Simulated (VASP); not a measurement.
F: single point with PBE

Crystal: F.

```
F
1.0
     2.23419    0.00000    0.00000
     0.00000    2.23419    0.00000
     0.00000    0.00000    2.23419
F
1
Cartesian
  0.0000 0.0000 0.0000
```

```json
{"Program": "VASP 6.6.1", "Task": "single point", "Functional": "PBE", "Potentials or basis": "VASP PAW PBE potentials, release 64 (F)", "Cutoff": "520 eV", "k mesh": "25 × 25 × 25", "Occupations": "fermi-dirac, width 0.0612256 eV", "Spin": "no spin polarisation", "Dipole correction": "no", "Further INCAR settings": "ALGO = Normal; EDIFF = 1e-06; NBANDS = 10"}
```

```
Pressure               : -3.7 GPa
Band gap on the k mesh : zero (an odd number of electrons rules out a gap without spin polarisation)
```

Levels at points of the mesh, in eV from the Fermi level:
```
           k point  band 1  band 2  band 3  band 4  band 5  band 6  band 7  band 8
(0.00, 0.00, 0.00)  -21.99   -0.09   -0.09   -0.09   12.23   28.05   28.05   38.88
```

It took 12 s on 1 thread of Intel(R) Xeon(R) 6975P-C (Granite Rapids), on a shared host, peak memory 0.15 GiB.

Caveat: the cell stands under tension; an odd number of electrons without spin polarisation forces a metal; a magnetic or distorted state may lie lower.
